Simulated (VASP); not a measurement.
# Cr (Im-3m) in VASP: a series of runs, part 2 of 3

VASP 6.6.1. Earlier steps stand in the parts before.

**3. Single point, LDA, collinear spin, ferromagnetic start (volume scaled by 0.96)**

File INCAR:

```
SYSTEM = Cr
ALGO     = Fast           ! electronic algorithm
EDIFF    = 1E-6           ! SCF threshold, eV
ENCUT    = 520            ! plane-wave cutoff, eV
ISIF     = 2              ! what is computed and relaxed
ISMEAR   = -1             ! smearing method
ISPIN    = 2              ! spin polarisation
LASPH    = .TRUE.         ! aspherical terms in the spheres
LCHARG   = .TRUE.         ! write CHGCAR
LELF     = .TRUE.         ! ELF
LMAXMIX  = 4              ! l up to which the mixer works
LORBIT   = 11             ! projections on sites
LREAL    = .FALSE.        ! projectors in reciprocal space
LVHAR    = .TRUE.       
LWAVE    = .FALSE.        ! write WAVECAR
MAGMOM   = 3              ! initial moments
NBANDS   = 16             ! bands
NELM     = 150            ! most SCF steps
PREC     = Accurate       ! precision mode
SIGMA    = 0.05           ! smearing width, eV
```

File KPOINTS:

```
k-points
0
G
  12 12 12
  0 0 0
```

File POSCAR:

```
Cr
1.0
   -1.4643870875      1.4643870875      1.4643870875
    1.4643870875     -1.4643870875      1.4643870875
    1.4643870875      1.4643870875     -1.4643870875
Cr
1
Direct
    0.0000000000      0.0000000000      0.0000000000
```

Potentials or basis: VASP PAW LDA potentials, release 64 (Cr_pv).

Started as:

```sh
$ cat potpaw_LDA.64/Cr_pv/POTCAR > POTCAR
$ mpirun -np 1 vasp_std > vasp.out
```

OUTCAR:

```text
SYSTEM = Cr
   EDIFF = 1E-6
   ENCUT = 520
   ISIF = 2
   ISMEAR = -1
   ISPIN = 2
   LASPH = .TRUE.
   LORBIT = 11
   LREAL = .FALSE.
   NELM = 150
   PREC = Accurate

 ion  position               nearest neighbor table
   1  0.000  0.000  0.000-

  LATTYP: Found a body centered cubic cell.
 ALAT       =     2.9287741750

  Lattice vectors:

 A1 = (  -1.4643870875,   1.4643870875,   1.4643870875)
 A2 = (   1.4643870875,  -1.4643870875,   1.4643870875)
 A3 = (   1.4643870875,   1.4643870875,  -1.4643870875)

Analysis of symmetry for initial positions (statically):
=====================================================================
 Subroutine PRICEL returns:
 Original cell was already a primitive cell.

 Routine SETGRP: Setting up the symmetry group for a
 body centered cubic supercell.

 Subroutine GETGRP returns: Found 48 space group operations
 (whereof 48 operations were pure point group operations)
 out of a pool of 48 trial point group operations.

The static configuration has the point symmetry O_h .

Analysis of symmetry for dynamics (positions and initial velocities):
[... 637 lines left out ...]

 [... further k-points ...]

 spin component 2

 k-point     1 :       0.0000    0.0000    0.0000
  band No.  band energies     occupation
      1     -32.7912      1.00000
      2     -32.7912      1.00000
      3     -32.7912      1.00000
      4       2.1463      1.00000
      5       8.8258      1.00000
      6       8.8258      1.00000
[... 435 lines left out ...]
      5       7.3790      1.00000
      6       9.4573      0.95249
[... 8 lines left out ...]
     15      39.6003      0.00000
     16      40.6932      0.00000

 [... further k-points ...]

------------------------ aborting loop because EDIFF is reached ----------------------------------------

  FORCE on cell =-STRESS in cart. coord.  units (eV):
  Direction    XX          YY          ZZ          XY          YZ          ZX
  --------------------------------------------------------------------------------------
  -------------------------------------------------------------------------------------
  Total       -2.5638174     -2.5638174     -2.5638174      0.0000000      0.0000000      0.0000000
  in kB     -327.0167623   -327.0167623   -327.0167623      0.0000000      0.0000000      0.0000000
  external PRESSURE =    -327.0167623 kB  Pullay stress =       0.0000000 kB

 VOLUME and BASIS-vectors are now :
 -----------------------------------------------------------------------------
  energy-cutoff  :      520.00
  volume of cell :       12.56
      direct lattice vectors                 reciprocal lattice vectors
    -1.464387088  1.464387088  1.464387088     0.000000000  0.341439777  0.341439777
     1.464387088 -1.464387088  1.464387088     0.341439777  0.000000000  0.341439777
     1.464387088  1.464387088 -1.464387088     0.341439777  0.341439777  0.000000000

 POSITION                                       TOTAL-FORCE (eV/Angst)
 -----------------------------------------------------------------------------------
      0.00000      0.00000      0.00000        -0.000000     -0.000000      0.000000
 -----------------------------------------------------------------------------------
    total drift:                                0.000000     -0.000000      0.000000

  FREE ENERGIE OF THE ION-ELECTRON SYSTEM (eV)
  ---------------------------------------------------
  free  energy   TOTEN  =       -10.4358392136 eV

  energy  without entropy=      -10.4306838896  energy(sigma->0) =      -10.43326155

 total charge

# of ion       s       p       d       tot
------------------------------------------
    1        0.401   6.344   4.153  10.898

 magnetization (x)

# of ion       s       p       d       tot
------------------------------------------
    1        0.000  -0.000  -0.000  -0.000
```

OSZICAR:

```text
N       E                     dE             d eps       ncg     rms          rms(c)
DAV:   1     0.816817841812E+02    0.81682E+02   -0.62054E+03  4680   0.845E+02
DAV:   2    -0.939393373008E+01   -0.91076E+02   -0.86471E+02  4984   0.245E+02
DAV:   3    -0.109515106907E+02   -0.15576E+01   -0.15543E+01  5176   0.357E+01
DAV:   4    -0.109574743655E+02   -0.59637E-02   -0.59636E-02  5456   0.219E+00
DAV:   5    -0.109575236041E+02   -0.49239E-04   -0.49239E-04  5192   0.179E-01    0.172E+01
RMM:   6    -0.104310009797E+02    0.52652E+00   -0.20907E+00  5430   0.135E+01    0.331E+00
RMM:   7    -0.104460031319E+02   -0.15002E-01   -0.46865E-02  5344   0.210E+00    0.160E+00
RMM:   8    -0.104406703677E+02    0.53328E-02   -0.44599E-03  5573   0.729E-01    0.780E-01
RMM:   9    -0.104356467432E+02    0.50236E-02   -0.16671E-03  5509   0.461E-01    0.208E-01
RMM:  10    -0.104358318241E+02   -0.18508E-03   -0.24136E-04  5361   0.173E-01    0.331E-02
RMM:  11    -0.104358357910E+02   -0.39669E-05   -0.29440E-05  5634   0.604E-02    0.147E-02
RMM:  12    -0.104358388816E+02   -0.30907E-05   -0.40953E-06  4344   0.228E-02    0.487E-03
RMM:  13    -0.104358392136E+02   -0.33201E-06   -0.91757E-07  3626   0.922E-03
   1 F= -.10435839E+02 E0= -.10433262E+02  d E =-.515532E-02  mag=    -0.0000
```

Run time: 24 s. Hardware: 1 thread of Intel Xeon Platinum 8259CL at 2.50GHz (Skylake/Cascade Lake), shared host; peak memory 0.14 GiB.

What came out:

- Free energy: -10.4358 eV
- Pressure: -32.7 GPa
- Band gap on the k mesh: zero (filled and empty bands overlap)
- Net moment: 0.00 μB per cell
- Valence electrons inside the program's atomic spheres: Cr 10.90

Caveat: the cell differs from its parent crystal (volume scaled by 0.96); the starting moments collapsed, and a magnetic state may lie lower.

**4. Single point, LDA, collinear spin, ferromagnetic start (volume scaled by 0.98)**

File INCAR:

```
PREC = Accurate
ENCUT = 520
EDIFF = 1E-7
ISMEAR = -1
SIGMA = 0.05
LREAL = F
LASPH = T
NELM = 150
ALGO = Fast
ISIF = 2
LWAVE = F
LCHARG = T
ISPIN = 2
MAGMOM = 3
LORBIT = 11
LMAXMIX = 4
LELF = T
LVHAR = T
NBANDS = 16
```

File KPOINTS:

```
regular mesh
0
Gamma
  12 12 12
```

File POSCAR:

```
Cr
1.0
   -1.4744866279      1.4744866279      1.4744866279
    1.4744866279     -1.4744866279      1.4744866279
    1.4744866279      1.4744866279     -1.4744866279
Cr
1
Direct
    0.0000000000      0.0000000000      0.0000000000
```

Potentials or basis: VASP PAW LDA potentials, release 64 (Cr_pv).

Started as:

```sh
$ cat potpaw_LDA.64/Cr_pv/POTCAR > POTCAR
$ mpirun -np 1 vasp_std > vasp.out
```

OUTCAR:

```text
PREC = Accurate
   ENCUT = 520
   EDIFF = 1E-7
   ISMEAR = -1
   LREAL = F
   LASPH = T
   NELM = 150
   ISIF = 2
   ISPIN = 2
   LORBIT = 11

 ion  position               nearest neighbor table
   1  0.000  0.000  0.000-

  LATTYP: Found a body centered cubic cell.
 ALAT       =     2.9489732558

  Lattice vectors:

 A1 = (  -1.4744866279,   1.4744866279,   1.4744866279)
 A2 = (   1.4744866279,  -1.4744866279,   1.4744866279)
 A3 = (   1.4744866279,   1.4744866279,  -1.4744866279)

Analysis of symmetry for initial positions (statically):
=====================================================================
 Subroutine PRICEL returns:
 Original cell was already a primitive cell.

 Routine SETGRP: Setting up the symmetry group for a
 body centered cubic supercell.

 Subroutine GETGRP returns: Found 48 space group operations
 (whereof 48 operations were pure point group operations)
 out of a pool of 48 trial point group operations.

The static configuration has the point symmetry O_h .

Analysis of symmetry for dynamics (positions and initial velocities):
=====================================================================
 Subroutine PRICEL returns:
 Original cell was already a primitive cell.

 Routine SETGRP: Setting up the symmetry group for a
 body centered cubic supercell.

 Subroutine GETGRP returns: Found 48 space group operations
 (whereof 48 operations were pure point group operations)
 out of a pool of 48 trial point group operations.

The dynamic configuration has the point symmetry O_h .

Analysis of structural, dynamic, and magnetic symmetry:
=====================================================================
 Subroutine PRICEL returns:
 Original cell was already a primitive cell.

 Routine SETGRP: Setting up the symmetry group for a
 body centered cubic supercell.

 Subroutine GETGRP returns: Found 48 space group operations
 (whereof 48 operations were pure point group operations)
 out of a pool of 48 trial point group operations.

The overall configuration has the point symmetry O_h .

 Subroutine INISYM returns: Found 48 space group operations
 (whereof 48 operations are pure point group operations),
 and found     1 'primitive' translations

----------------------------------------------------------------------------------------

                                     Primitive cell

  volume of cell :      12.8228

  direct lattice vectors                    reciprocal lattice vectors
    -1.474486628  1.474486628  1.474486628     0.000000000  0.339101075  0.339101075
     1.474486628 -1.474486628  1.474486628     0.339101075  0.000000000  0.339101075
     1.474486628  1.474486628 -1.474486628     0.339101075  0.339101075  0.000000000

  length of vectors
     2.553885755  2.553885755  2.553885755     0.479561339  0.479561339  0.479561339

  position of ions in fractional coordinates (direct lattice)
     0.000000000  0.000000000  0.000000000

  ion indices of the primitive-cell ions
   primitive index   ion index
                 1           1

----------------------------------------------------------------------------------------

 KPOINTS: regular mesh

[... 54 lines left out ...]
   ions per type =               1
   NGX,Y,Z   is equivalent  to a cutoff of  13.02, 13.02, 13.02 a.u.
   NGXF,Y,Z  is equivalent  to a cutoff of  26.04, 26.04, 26.04 a.u.
 SYSTEM =  unknown system
   PREC   = accura    normal or accurate (medium, high low for compatibility)
   ISTART =      0    job   : 0-new  1-cont  2-samecut
   ICHARG =      2    charge: 1-file 2-atom 10-const
   ISPIN  =      2    spin polarized calculation?
   LNONCOLLINEAR =      F non collinear calculations
   LSORBIT =      F    spin-orbit coupling
   LASPH  =      T    aspherical Exc in radial PAW
   ENCUT  =  520.0 eV  38.22 Ry    6.18 a.u.   4.75  4.75  4.75*2*pi/ulx,y,z
   NELM   =    150;   NELMIN=  2; NELMDL= -5     # of ELM steps
   EDIFF  = 0.1E-06   stopping-criterion for ELM
   LREAL  =      F    real-space projection
   EDIFFG = 0.1E-05   stopping-criterion for IOM
   NSW    =      0    number of steps for IOM
   IBRION =     -1    ionic relax: 0-MD 1-quasi-New 2-CG
   NFREE  =      0    steps in history (QN), initial steepest desc. (CG)
   ISIF   =      2    stress and relaxation
   ISYM   =      2    0-nonsym 1-usesym 2-fastsym
   POTIM  = 0.5000    time-step for ionic-motion
   TEBEG  =    0.0;   TEEND  =   0.0 temperature during run
   PSTRESS=    0.0 pullay stress
   NELECT =      12.0000    total number of electrons
   NUPDOWN=      -1.0000    fix difference up-down
   EMIN   =  10.00;   EMAX   =-10.00  energy-range for DOS
   EFERMI =   0.00;   METHOD = LEGACY
   ISMEAR =    -1;   SIGMA  =   0.05  broadening in eV -4-tet -1-fermi 0-gaus
   EFERMI_NEDOS =   21; number of points for ismear=-14 and -15
   IALGO  =     68    algorithm
   IMIX   =      4    mixing-type and parameters
     AMIX     =   0.40;   BMIX     =  1.00
     AMIX_MAG =   1.60;   BMIX_MAG =  1.00
  volume/ion in A,a.u.               =      12.82        86.53
  Fermi-wavevector in a.u.,A,eV,Ry     =   1.601306  3.026030 34.887812  2.564182
  Thomas-Fermi vector in A             =   2.698305
   LORBIT       =     11    0 simple, 1 ext, 2 COOP (PROOUT), +10 PAW based schemes
   GGA     = CA    functional components
   LHFCALC =     F    Hartree Fock is set to
   AEXX    =    0.0000 exact exchange contribution
   IVDW    =     0    specifies the selected vdW correction
   LEPSILON=     F    determine dielectric tensor
   LRPA    =     F    only Hartree local field effects (RPA)
 spin polarized calculation
 RMM-DIIS sequential band-by-band and
  energy-cutoff  :      520.00
  volume of cell :       12.82
 maximum number of plane-waves:       370
   NGX =  9   NGY =  9   NGZ =  9

 number of electron      12.0000013 magnetization       0.0001157

 number of electron      12.0000013 magnetization      -0.0000335

 Free energy of the ion-electron system (eV)
  ---------------------------------------------------
  ext. energy  EPLUGINS =         0.00000000
  ---------------------------------------------------
  free energy    TOTEN  =       -10.38021804 eV

  energy without entropy =      -10.37475481  energy(sigma->0) =      -10.37748642

 E-fermi :   9.3317     XC(G=0): -13.3976

 val. band max:        9.2660546323   @ k =   0.1667   0.0000   0.0000
 cond. band min:       9.3987472491   @ k =   0.4167   0.0833   0.0000
 fundamental gap:      0.1326926168
 Fermi energy:         9.3317291336

 spin component 1

 k-point     1 :       0.0000    0.0000    0.0000
  band No.  band energies     occupation
      1     -33.0877      1.00000
      2     -33.0877      1.00000
      3     -33.0877      1.00000
      4       1.9521      1.00000
      5       8.5754      1.00000
      6       8.5754      1.00000
[... 435 lines left out ...]
      5       7.1693      1.00000
      6       9.1746      0.95859
[... 8 lines left out ...]
     15      38.8833      0.00000
     16      40.1119      0.00000

 [... further k-points ...]

 spin component 2

 k-point     1 :       0.0000    0.0000    0.0000
  band No.  band energies     occupation
      1     -33.0878      1.00000
      2     -33.0878      1.00000
      3     -33.0878      1.00000
      4       1.9520      1.00000
      5       8.5754      1.00000
      6       8.5754      1.00000
[... 435 lines left out ...]
      5       7.1693      1.00000
      6       9.1746      0.95862
[... 8 lines left out ...]
     15      38.8833      0.00000
     16      40.1118      0.00000

 [... further k-points ...]

------------------------ aborting loop because EDIFF is reached ----------------------------------------

  FORCE on cell =-STRESS in cart. coord.  units (eV):
  Direction    XX          YY          ZZ          XY          YZ          ZX
  --------------------------------------------------------------------------------------
  -------------------------------------------------------------------------------------
  Total       -2.8452809     -2.8452809     -2.8452809      0.0000000     -0.0000000      0.0000000
  in kB     -355.5111494   -355.5111494   -355.5111494      0.0000000     -0.0000000      0.0000000
  external PRESSURE =    -355.5111494 kB  Pullay stress =       0.0000000 kB

 VOLUME and BASIS-vectors are now :
 -----------------------------------------------------------------------------
  energy-cutoff  :      520.00
  volume of cell :       12.82
      direct lattice vectors                 reciprocal lattice vectors
    -1.474486628  1.474486628  1.474486628     0.000000000  0.339101075  0.339101075
     1.474486628 -1.474486628  1.474486628     0.339101075  0.000000000  0.339101075
     1.474486628  1.474486628 -1.474486628     0.339101075  0.339101075  0.000000000

 POSITION                                       TOTAL-FORCE (eV/Angst)
 -----------------------------------------------------------------------------------
      0.00000      0.00000      0.00000         0.000000      0.000000     -0.000000
 -----------------------------------------------------------------------------------
    total drift:                                0.000000     -0.000000      0.000000

  FREE ENERGIE OF THE ION-ELECTRON SYSTEM (eV)
  ---------------------------------------------------
  free  energy   TOTEN  =       -10.3802180410 eV

  energy  without entropy=      -10.3747548055  energy(sigma->0) =      -10.37748642

 total charge

# of ion       s       p       d       tot
------------------------------------------
    1        0.395   6.333   4.134  10.861

 magnetization (x)

# of ion       s       p       d       tot
------------------------------------------
    1       -0.000  -0.000  -0.000  -0.000
```

Run time: 29 s. Hardware: 1 thread of Intel Xeon Platinum 8259CL at 2.50GHz (Skylake/Cascade Lake), shared host; peak memory 0.13 GiB.

What came out:

| Item | Value |
| --- | --- |
| Free energy | -10.3802 eV |
| Pressure | -35.6 GPa |
| Band gap on the k mesh | zero (filled and empty bands overlap) |
| Net moment | 0.00 μB per cell |
| Valence electrons inside the program's atomic spheres | Cr 10.86 |

Caveat: the cell differs from its parent crystal (volume scaled by 0.98); the starting moments collapsed, and a magnetic state may lie lower.

**5. Single point, LDA, collinear spin, ferromagnetic start**

This run uses another cell than the first one, of 13.08 Å³/atom, 1.064 times its volume.

File INCAR:

```
SYSTEM = Cr
PREC = Accurate
ENCUT = 520
EDIFF = 1E-6
ISMEAR = -1
SIGMA = 0.05
LREAL = .FALSE.
LASPH = .TRUE.
NELM = 150
ALGO = Normal
ISIF = 2
LWAVE = .FALSE.
LCHARG = .FALSE.
ISPIN = 2
MAGMOM = 3
LORBIT = 11
LMAXMIX = 4
NBANDS = 16
```

File KPOINTS:

```
regular mesh
0
G
  12 12 12
  0 0 0
```

File POSCAR:

```
Cr
1.0
   -1.4844496776      1.4844496776      1.4844496776
    1.4844496776     -1.4844496776      1.4844496776
    1.4844496776      1.4844496776     -1.4844496776
Cr
1
Direct
    0.0000000000      0.0000000000      0.0000000000
```

Started as:

```sh
$ cat potpaw_LDA.64/Cr_pv/POTCAR > POTCAR
$ mpirun -np 1 vasp_std > vasp.out
```

It took 23 s on 1 thread of Intel Xeon Platinum 8259CL at 2.50GHz (Skylake/Cascade Lake), shared host; peak memory 0.14 GiB.

The run converged. Its results:

```
Free energy                                           : -10.3202 eV
Pressure                                              : -38.1 GPa
Band gap on the k mesh                                : zero (filled and empty bands overlap)
Net moment                                            : 0.00 μB per cell
Valence electrons inside the program's atomic spheres : Cr 10.83
```

Levels at points of the mesh, in eV from the Fermi level:
Spin up:
```tsv
k point	band 2	band 3	band 4	band 5	band 6	band 7	band 8	band 9	band 10	band 11
(0.00, 0.00, 0.00)	-42.44	-42.44	-7.30	-0.73	-0.73	-0.73	0.95	0.95	5.33	21.41
(0.50, 0.00, 0.00)	-42.64	-42.44	-3.82	-2.03	0.95	0.97	1.22	2.44	5.32	8.58
(0.50, 0.50, 0.50)	-42.88	-42.88	-3.61	-3.61	2.11	2.11	2.11	5.32	9.58	9.58
```
Spin down:
| k point | band 2 | band 3 | band 4 | band 5 | band 6 | band 7 | band 8 | band 9 | band 10 | band 11 |
| --- | --- | --- | --- | --- | --- | --- | --- | --- | --- | --- |
| (0.00, 0.00, 0.00) | -42.44 | -42.44 | -7.30 | -0.73 | -0.73 | -0.73 | 0.95 | 0.95 | 5.33 | 21.41 |
| (0.50, 0.00, 0.00) | -42.64 | -42.44 | -3.82 | -2.03 | 0.95 | 0.97 | 1.22 | 2.44 | 5.32 | 8.58 |
| (0.50, 0.50, 0.50) | -42.88 | -42.88 | -3.61 | -3.61 | 2.11 | 2.11 | 2.11 | 5.32 | 9.58 | 9.58 |

Caveat: the starting moments collapsed, and a magnetic state may lie lower.

[end of part 2 of 3]
